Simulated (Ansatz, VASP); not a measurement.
# Two plane-wave programs on I

```xyz
1
Lattice="-1.5994 1.5994 3.6872 1.5994 -1.5994 3.6872 1.5994 1.5994 -3.6872" Properties=species:S:1:pos:R:3 pbc="T T T"
I     0.0000    0.0000    0.0000
```

Alike in both runs: functional PBE; dispersion D3(BJ); k mesh 18 × 18 × 18; occupations gaussian, width 0.1 eV; no spin polarisation.

Ansatz relaxed the structure, and its values are those at the end. VASP's run is a single point on that final structure, the one shown.

|  | VASP | Ansatz |
| --- | --- | --- |
| version | VASP 6.6.1 | Ansatz 0.2.0 |
| potentials or method | VASP PAW PBE potentials, release 64 (I), cutoff 520 eV | scalar-relativistic, plane waves, PAW |
| valence electrons in the cell | 7 | 17 |

Ansatz gave:

* gap on the k mesh at the Fermi level (eV): none
* pressure (GPa): 0.0

Q: Which values does VASP return?

A: gap on the k mesh at the Fermi level (eV): none; pressure (GPa): -0.1.

A gap of «none» marks a metal or a gap that the smearing closes. VASP's potentials hold 7 valence electrons a cell and Ansatz's 17, so a difference there can come from the potentials and not from the codes.

Spin-orbit coupling is off throughout.
